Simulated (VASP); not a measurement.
# GaAs (Fm-3m) in VASP: notebook

The runs below take GaAs through single point, with r2SCAN50, PBE-based global hybrid with 75 % exact exchange.

All numbers are computed with VASP 6.6.1; they aren't measurements. Logs are shortened: lines on timing, memory, paths and dates and some standing lists are left out, and cuts for length are marked.

## (1) The cell of the first run

It takes space group Fm-3m (No. 225, cubic). The conventional cell has a = 5.329 Å, b = 5.329 Å, c = 5.329 Å, α = 90.00°, β = 90.00°, γ = 90.00°. Ga (site symmetry m-3m) has 6 As at 2.66 Å within 3.5 Å. As (site symmetry m-3m) has 6 Ga at 2.66 Å within 3.5 Å.

## (2) Single point, r2SCAN50

File POSCAR:

```
GaAs
1.0
    0.0000000000      2.6645247173      2.6645247173
    2.6645247173      0.0000000000      2.6645247173
    2.6645247173      2.6645247173      0.0000000000
Ga As
1 1
Direct
    0.0000000000      0.0000000000      0.0000000000
    0.5000000000      0.5000000000      0.5000000000
```

File INCAR.step1:

```
PREC = Accurate
ENCUT = 440
EDIFF = 1E-5
ISMEAR = -1
SIGMA = 0.02
LREAL = F
LASPH = T
NELM = 120
ALGO = Normal
ISIF = 2
LWAVE = T
LCHARG = F
GGA = PE
NBANDS = 21
GGA_COMPAT = F
```

File INCAR.step2:

```
PREC = Accurate
ENCUT = 440
EDIFF = 1E-6
ISMEAR = -1
SIGMA = 0.02
LREAL = F
LASPH = T
NELM = 120
ALGO = Normal
ISIF = 2
LWAVE = F
LCHARG = F
METAGGA = R2SCAN
LHFCALC = T
AEXX = 0.5
LMIXTAU = T
PRECFOCK = Normal
ISTART = 1
NBANDS = 21
GGA_COMPAT = F
```

File KPOINTS:

```
Automatic mesh
0
Gamma
  4 4 4
```

Potentials or basis: VASP PAW PBE potentials, release 64 (Ga_d, As_d).

On the command line:

```sh
$ cat potpaw_PBE.64/Ga_d/POTCAR potpaw_PBE.64/As_d/POTCAR > POTCAR
$ cp INCAR.step1 INCAR
$ mpirun -np 1 vasp_std > vasp.out
$ cp INCAR.step2 INCAR
$ mpirun -np 1 vasp_std > vasp.out
```

OUTCAR:

```text
PREC = Accurate
   ENCUT = 440
   EDIFF = 1E-6
   ISMEAR = -1
   LREAL = F
   LASPH = T
   NELM = 120
   ISIF = 2
   METAGGA = R2SCAN
   LHFCALC = T
   AEXX = 0.5
   PRECFOCK = Normal
   ISTART = 1

 ion  position               nearest neighbor table
   1  0.000  0.000  0.000-   2 2.66   2 2.66   2 2.66   2 2.66   2 2.66   2 2.66
   2  0.500  0.500  0.500-   1 2.66   1 2.66   1 2.66   1 2.66   1 2.66   1 2.66

  LATTYP: Found a face centered cubic cell.
 ALAT       =     5.3290494346

  Lattice vectors:

 A1 = (   0.0000000000,   2.6645247173,   2.6645247173)
 A2 = (   2.6645247173,   0.0000000000,   2.6645247173)
 A3 = (   2.6645247173,   2.6645247173,   0.0000000000)

Analysis of symmetry for initial positions (statically):
=====================================================================
 Subroutine PRICEL returns:
 Original cell was already a primitive cell.

 Routine SETGRP: Setting up the symmetry group for a
 face centered cubic supercell.

 Subroutine GETGRP returns: Found 48 space group operations
 (whereof 48 operations were pure point group operations)
 out of a pool of 48 trial point group operations.

The static configuration has the point symmetry O_h .

Analysis of symmetry for dynamics (positions and initial velocities):
=====================================================================
 Subroutine PRICEL returns:
 Original cell was already a primitive cell.

 Routine SETGRP: Setting up the symmetry group for a
 face centered cubic supercell.

 Subroutine GETGRP returns: Found 48 space group operations
 (whereof 48 operations were pure point group operations)
 out of a pool of 48 trial point group operations.

The dynamic configuration has the point symmetry O_h .

 Subroutine INISYM returns: Found 48 space group operations
 (whereof 48 operations are pure point group operations),
 and found     1 'primitive' translations

----------------------------------------------------------------------------------------

                                     Primitive cell

  volume of cell :      37.8346

  direct lattice vectors                    reciprocal lattice vectors
     0.000000000  2.664524717  2.664524717    -0.187650727  0.187650727  0.187650727
     2.664524717  0.000000000  2.664524717     0.187650727 -0.187650727  0.187650727
     2.664524717  2.664524717  0.000000000     0.187650727  0.187650727 -0.187650727

  length of vectors
     3.768206992  3.768206992  3.768206992     0.325020593  0.325020593  0.325020593

  position of ions in fractional coordinates (direct lattice)
     0.000000000  0.000000000  0.000000000
     0.500000000  0.500000000  0.500000000

  ion indices of the primitive-cell ions
   primitive index   ion index
                 1           1
                 2           2

----------------------------------------------------------------------------------------

 KPOINTS: Automatic mesh

Automatic generation of k-mesh.
 Grid dimensions read from file:
 generate k-points for:    4    4    4

 Generating k-lattice:

  Cartesian coordinates                     Fractional coordinates (reciprocal lattice)
    -0.046912682  0.046912682  0.046912682     0.250000000  0.000000000  0.000000000
     0.046912682 -0.046912682  0.046912682     0.000000000  0.250000000  0.000000000
     0.046912682  0.046912682 -0.046912682     0.000000000  0.000000000  0.250000000

  Length of vectors
     0.081255148  0.081255148  0.081255148

  Shift w.r.t. Gamma in fractional coordinates (k-lattice)
     0.000000000  0.000000000  0.000000000

 Subroutine IBZKPT returns following result:
 ===========================================

 Found      8 irreducible k-points:

 Following reciprocal coordinates:
            Coordinates               Weight
  0.000000  0.000000  0.000000      1.000000
  0.250000  0.000000  0.000000      8.000000
  0.500000  0.000000  0.000000      4.000000
  0.250000  0.250000  0.000000      6.000000
  0.500000  0.250000  0.000000     24.000000
 -0.250000  0.250000  0.000000     12.000000
  0.500000  0.500000  0.000000      3.000000
 -0.250000  0.500000  0.250000      6.000000
   k-points           NKPTS =      8   k-points in BZ     NKDIM =     64   number of bands    NBANDS=     21
   number of dos      NEDOS =    301   number of ions     NIONS =      2
   total plane-waves  NPLWV =  21952
   dimension x,y,z NGX =    28 NGY =   28 NGZ =   28
   dimension x,y,z NGXF=    56 NGYF=   56 NGZF=   56
   ions per type =               1   1
   NGX,Y,Z   is equivalent  to a cutoff of  12.35, 12.35, 12.35 a.u.
   NGXF,Y,Z  is equivalent  to a cutoff of  24.71, 24.71, 24.71 a.u.
 SYSTEM =  unknown system
   PREC   = accura    normal or accurate (medium, high low for compatibility)
   ISTART =      1    job   : 0-new  1-cont  2-samecut
   ICHARG =      0    charge: 1-file 2-atom 10-const
   ISPIN  =      1    spin polarized calculation?
   LNONCOLLINEAR =      F non collinear calculations
   LSORBIT =      F    spin-orbit coupling
   LASPH  =      T    aspherical Exc in radial PAW
   ENCUT  =  440.0 eV  32.34 Ry    5.69 a.u.   6.44  6.44  6.44*2*pi/ulx,y,z
   NELM   =    120;   NELMIN=  2; NELMDL=  0     # of ELM steps
   EDIFF  = 0.1E-05   stopping-criterion for ELM
   LREAL  =      F    real-space projection
   EDIFFG = 0.1E-04   stopping-criterion for IOM
   NSW    =      0    number of steps for IOM
   IBRION =     -1    ionic relax: 0-MD 1-quasi-New 2-CG
   NFREE  =      0    steps in history (QN), initial steepest desc. (CG)
   ISIF   =      2    stress and relaxation
   ISYM   =      3    0-nonsym 1-usesym 2-fastsym
   POTIM  = 0.5000    time-step for ionic-motion
   TEBEG  =    0.0;   TEEND  =   0.0 temperature during run
   PSTRESS=    0.0 pullay stress
   NELECT =      28.0000    total number of electrons
   NUPDOWN=      -1.0000    fix difference up-down
   EMIN   =  10.00;   EMAX   =-10.00  energy-range for DOS
   EFERMI =   0.00;   METHOD = LEGACY
   ISMEAR =    -1;   SIGMA  =   0.02  broadening in eV -4-tet -1-fermi 0-gaus
   EFERMI_NEDOS =   21; number of points for ismear=-14 and -15
   IALGO  =     38    algorithm
   IMIX   =      1    mixing-type and parameters
     AMIX     =   0.40;   BMIX     =  1.00
     AMIX_MAG =   1.60;   BMIX_MAG =  1.00
  volume/ion in A,a.u.               =      18.92       127.66
  Fermi-wavevector in a.u.,A,eV,Ry     =   1.480805  2.798315 29.834614  2.192782
  Thomas-Fermi vector in A             =   2.594793
   LORBIT       =      0    0 simple, 1 ext, 2 COOP (PROOUT), +10 PAW based schemes
   METAGGA = R2SCAN    functional components
   LHFCALC =     T    Hartree Fock is set to
   PRECFOCK=normal    Normal, Fast or Accurate (Low or Medium for compatibility)
   ENCUT4O =  -1.0   cutoff for four orbital integrals eV
   NKREDX  =     1    reduce k-point grid by
   NKREDY  =     1    reduce k-point grid by
   NKREDZ  =     1    reduce k-point grid by
   AEXX    =    0.5000 exact exchange contribution
   HFSCREEN=    0.0000 screening length (either q_TF or 0.3 A-1)
   HFSCREENC=   0.0000 screening length for correlation (either q_TF or 0.3 A-1)
   ENCUTFOCK=  -1.0 apply spherical cutoff to Coloumb kernel
   IVDW    =     0    specifies the selected vdW correction
   LEPSILON=     F    determine dielectric tensor
   LRPA    =     F    only Hartree local field effects (RPA)
 non-spin polarized calculation
  energy-cutoff  :      440.00
  volume of cell :       37.83
 maximum number of plane-waves:       821
 NGX is ok and might be reduce to    28
  NGX = 20; NGY = 20; NGZ = 20

 number of electron      27.9999991 magnetization

 Free energy of the ion-electron system (eV)
  ---------------------------------------------------
  ext. energy  EPLUGINS =         0.00000000
  ---------------------------------------------------
  free energy    TOTEN  =       -21.53843735 eV

  energy without entropy =      -21.53843735  energy(sigma->0) =      -21.53843735

 E-fermi :   4.3745     XC(G=0):  -6.7320

 val. band max:        3.8137525906   @ k =   0.5000   0.2500   0.0000
 cond. band min:       4.9772886669   @ k =   0.2500   0.0000   0.0000
 fundamental gap:      1.1635360763
 Fermi energy:         4.3745416710

 k-point     1 :       0.0000    0.0000    0.0000
  band No.  band energies     occupation
      1     -40.4402      2.00000
      2     -40.4402      2.00000
      3     -40.4233      2.00000
      4     -40.4233      2.00000
      5     -40.4233      2.00000
      6     -16.9299      2.00000
[... 13 lines left out ...]
     20      14.8936      0.00000
     21      14.8936      0.00000

 k-point     2 :       0.2500    0.0000    0.0000
  band No.  band energies     occupation
      1     -40.4405      2.00000
      2     -40.4405      2.00000
      3     -40.4225      2.00000
      4     -40.4223      2.00000
      5     -40.4223      2.00000
      6     -16.9457      2.00000
[... 13 lines left out ...]
     20      15.9644      0.00000
     21      15.9644      0.00000

 k-point     3 :       0.5000    0.0000    0.0000
  band No.  band energies     occupation
      1     -40.4407      2.00000
      2     -40.4407      2.00000
      3     -40.4219      2.00000
      4     -40.4213      2.00000
      5     -40.4213      2.00000
      6     -16.9631      2.00000
[... 13 lines left out ...]
     20      20.9605      0.00000
     21      20.9605      0.00000

 k-point     4 :       0.2500    0.2500    0.0000
  band No.  band energies     occupation
      1     -40.4414      2.00000
      2     -40.4396      2.00000
      3     -40.4238      2.00000
      4     -40.4212      2.00000
      5     -40.4212      2.00000
      6     -16.9901      2.00000
[... 13 lines left out ...]
     20      18.7143      0.00000
     21      19.1393      0.00000

 k-point     5 :       0.5000    0.2500    0.0000
  band No.  band energies     occupation
      1     -40.4415      2.00000
      2     -40.4399      2.00000
      3     -40.4229      2.00000
      4     -40.4205      2.00000
      5     -40.4204      2.00000
      6     -17.0167      2.00000
[... 13 lines left out ...]
     20      20.8239      0.00000
     21      21.3143      0.00000

 k-point     6 :      -0.2500    0.2500    0.0000
  band No.  band energies     occupation
      1     -40.4407      2.00000
      2     -40.4406      2.00000
      3     -40.4217      2.00000
      4     -40.4214      2.00000
      5     -40.4214      2.00000
      6     -16.9755      2.00000
[... 13 lines left out ...]
     20      17.9778      0.00000
     21      19.6795      0.00000

 k-point     7 :       0.5000    0.5000    0.0000
  band No.  band energies     occupation
      1     -40.4424      2.00000
      2     -40.4391      2.00000
      3     -40.4244      2.00000
      4     -40.4195      2.00000
      5     -40.4195      2.00000
      6     -17.0725      2.00000
[... 13 lines left out ...]
     20      21.2309      0.00000
     21      23.9760      0.00000

 k-point     8 :      -0.2500    0.5000    0.2500
  band No.  band energies     occupation
      1     -40.4415      2.00000
      2     -40.4399      2.00000
      3     -40.4219      2.00000
      4     -40.4219      2.00000
      5     -40.4194      2.00000
      6     -17.0328      2.00000
[... 13 lines left out ...]
     20      19.2928      0.00000
     21      24.0617      0.00000

------------------------ aborting loop because EDIFF is reached ----------------------------------------

  FORCE on cell =-STRESS in cart. coord.  units (eV):
  Direction    XX          YY          ZZ          XY          YZ          ZX
  --------------------------------------------------------------------------------------
  -------------------------------------------------------------------------------------
  Total        0.0990950      0.0990950      0.0990950     -0.0000000     -0.0000000      0.0000000
  in kB        4.1963651      4.1963651      4.1963651     -0.0000000     -0.0000000      0.0000000
  external PRESSURE =       4.1963651 kB  Pullay stress =       0.0000000 kB

 VOLUME and BASIS-vectors are now :
 -----------------------------------------------------------------------------
  energy-cutoff  :      440.00
  volume of cell :       37.83
      direct lattice vectors                 reciprocal lattice vectors
     0.000000000  2.664524717  2.664524717    -0.187650727  0.187650727  0.187650727
     2.664524717  0.000000000  2.664524717     0.187650727 -0.187650727  0.187650727
     2.664524717  2.664524717  0.000000000     0.187650727  0.187650727 -0.187650727

 POSITION                                       TOTAL-FORCE (eV/Angst)
 -----------------------------------------------------------------------------------
      0.00000      0.00000      0.00000        -0.000000      0.000000     -0.000000
      2.66452      2.66452      2.66452         0.000000     -0.000000      0.000000
 -----------------------------------------------------------------------------------
    total drift:                               -0.000001     -0.000001     -0.000001

  FREE ENERGIE OF THE ION-ELECTRON SYSTEM (eV)
  ---------------------------------------------------
  free  energy   TOTEN  =       -21.5384373506 eV

  energy  without entropy=      -21.5384373506  energy(sigma->0) =      -21.53843735
```

It took 5 min on 1 thread of Intel Xeon 6975P-C (Granite Rapids), shared host; peak memory 0.16 GiB.

What came out:

```
Free energy            : -21.5384 eV
Pressure               : 0.4 GPa
Band gap on the k mesh : zero (bands 14 and 15 overlap by 5.26 eV)
```

Levels at points of the mesh, in eV from the Fermi level:
| k point | band 11 | band 12 | band 13 | band 14 | band 15 | band 16 | band 17 | band 18 |
| --- | --- | --- | --- | --- | --- | --- | --- | --- |
| (0.00, 0.00, 0.00) | -17.74 | 0.80 | 0.80 | 0.80 | 1.80 | 9.32 | 9.32 | 9.32 |
| (0.50, 0.00, 0.00) | -14.77 | -10.76 | 0.70 | 0.70 | 4.36 | 4.49 | 4.49 | 6.58 |
| (0.50, 0.50, 0.00) | -13.67 | -8.28 | -4.96 | -4.46 | -4.46 | 4.95 | 13.45 | 13.45 |

Caveat: the k points lie up to 0.51 Å⁻¹ apart, too coarse for converged energies and pressures of a metal; the structure was generated, so it needn't be the stable form of GaAs; the PAW data sets were made with another functional, which shifts forces and pressure a little.

## (3) Single point, PBE-based global hybrid with 75 % exact exchange

POSCAR is that of step 2.

File INCAR.step1:

```
SYSTEM = GaAs
PREC = Accurate ; ENCUT = 400
EDIFF = 1E-5 ; ISMEAR = -1
SIGMA = 0.02 ; LREAL = .False.
LASPH = .True. ; NELM = 120
ALGO = Normal ; ISIF = 2
LWAVE = .True. ; LCHARG = .False.
GGA = PE ; NBANDS = 21
GGA_COMPAT = .False.
```

File INCAR.step2:

```
SYSTEM = GaAs
PREC = Accurate ; ENCUT = 400
EDIFF = 1E-6 ; ISMEAR = -1
SIGMA = 0.02 ; LREAL = .False.
LASPH = .True. ; NELM = 120
ALGO = Normal ; ISIF = 2
LWAVE = .False. ; LCHARG = .False.
GGA = PE ; LHFCALC = .True.
AEXX = 0.75 ; PRECFOCK = Normal
ISTART = 1 ; NBANDS = 21
GGA_COMPAT = .False.
```

File KPOINTS:

```
Automatic mesh
0
Gamma
  4 4 4
  0 0 0
```

Potentials or basis: VASP PAW PBE potentials, release 64 (Ga_d, As_d).

On the command line:

```sh
$ cat potpaw_PBE.64/Ga_d/POTCAR potpaw_PBE.64/As_d/POTCAR > POTCAR
$ cp INCAR.step1 INCAR
$ mpirun -np 1 vasp_std > vasp.out
$ cp INCAR.step2 INCAR
$ mpirun -np 1 vasp_std > vasp.out
```

Wall time 12 min (1 thread of Intel Xeon Platinum 8259CL at 2.50GHz (Skylake/Cascade Lake), shared host); peak memory 0.17 GiB.

The run converged. Its results:

* Free energy: -14.2832 eV
* Pressure: -1.9 GPa
* Band gap on the k mesh: zero (bands 14 and 15 overlap by 6.51 eV)

Levels at points of the mesh, in eV from the Fermi level:
```
           k point  band 11  band 12  band 13  band 14  band 15  band 16  band 17  band 18
(0.00, 0.00, 0.00)   -19.41     1.40     1.40     1.40     2.86    10.25    10.25    10.25
(0.50, 0.00, 0.00)   -16.18   -11.89     1.13     1.13     5.20     5.34     5.34     7.68
(0.50, 0.50, 0.00)   -15.00    -9.30    -5.35    -5.11    -5.11     5.55    14.99    14.99
```

Caveat: the k points lie up to 0.51 Å⁻¹ apart, too coarse for converged energies and pressures of a metal; the structure was generated, so it needn't be the stable form of GaAs; the PAW data sets were made with another functional, which shifts forces and pressure a little.

The gap in the log of VASP goes by the Fermi energy; the results here count the filled bands.